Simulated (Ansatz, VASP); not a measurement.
**BN: VASP beside Ansatz**

```
CELL_PARAMETERS angstrom
2.50399 0.00000 0.00000
-1.25200 2.16852 0.00000
0.00000 0.00000 6.66120
ATOMIC_POSITIONS crystal
B 0.33333 0.66667 0.25000
B 0.66667 0.33333 0.75000
N 0.24687 0.62343 0.75000
N 0.58020 0.29010 0.25000
```

Change from the starting cell: all N atoms moved +0.188 Å, as atom 3 towards its neighbour atom 2 (B) at 1.446 Å.

Alike in both runs: task single point; functional r2SCAN; k mesh 12 × 12 × 4; occupations gaussian, width 0.05 eV; no spin polarisation.

```csv
,VASP,Ansatz
version,VASP 6.6.1,Ansatz 0.2.0
potentials or method,"VASP PAW PBE potentials, release 64 (B, N), cutoff 520 eV","scalar-relativistic, plane waves, PAW"
valence electrons in the cell,16,16
```

```tsv
	VASP	Ansatz	Ansatz less VASP
gap on the k mesh at the Fermi level (eV)	3.45	3.41	-0.042
least direct gap on the mesh (eV)	4.73	4.74	+0.003
pressure (GPa)	13.2	13.0	-0.20
traceless stress, the component that is largest in VASP (GPa)	-12.80	-12.29	+0.502
rms of the force components (eV/Å)	4.881	4.901	+0.0199
```

VASP's potentials were made for PBE, not for r2SCAN. Atom by atom the forces differ by 0.023 eV/Å (rms over components).
